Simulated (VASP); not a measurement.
Runs of VASP 6.6.1 on WC. Symmetry: Fm-3m, No. 225, cubic system. Conventional cell: a = 4.385 Å, b = 4.385 Å, c = 4.385 Å, α = 90.00°, β = 90.00°, γ = 90.00°. Within 2.9 Å of W (site symmetry m-3m) lie 6 C at 2.19 Å. C (site symmetry m-3m) has 6 W at 2.19 Å within 2.9 Å. 

| smearing | gap on the mesh (eV) | pressure (GPa) |
| --- | --- | --- |
| fermi-dirac 0.025 eV | none | -3.8 |
| fermi-dirac 0.15 eV | none | (a) |
| fermi-dirac 0.1 eV | none | -3.6 |
| fermi-dirac 0.25 eV | none | -2.5 |
| fermi-dirac 0.05 eV | none | -3.8 |

Alike in all rows: task single point; level r2SCAN; potentials or basis VASP PAW PBE potentials, release 64 (W_sv, C); no spin polarisation; cell as given; k mesh 12 × 12 × 12; cutoff (eV) 520.

Estimate the missing entries.

(a) -3.3.

Caveats: the PAW data sets were made with another functional, which shifts forces and pressure a little; spin-orbit coupling is left out, which moves the levels of the heavy elements.

A k mesh can miss the band edges, and the runs leave out spin-orbit coupling on W.

A gap of «none» marks levels without a gap at the run's occupations.
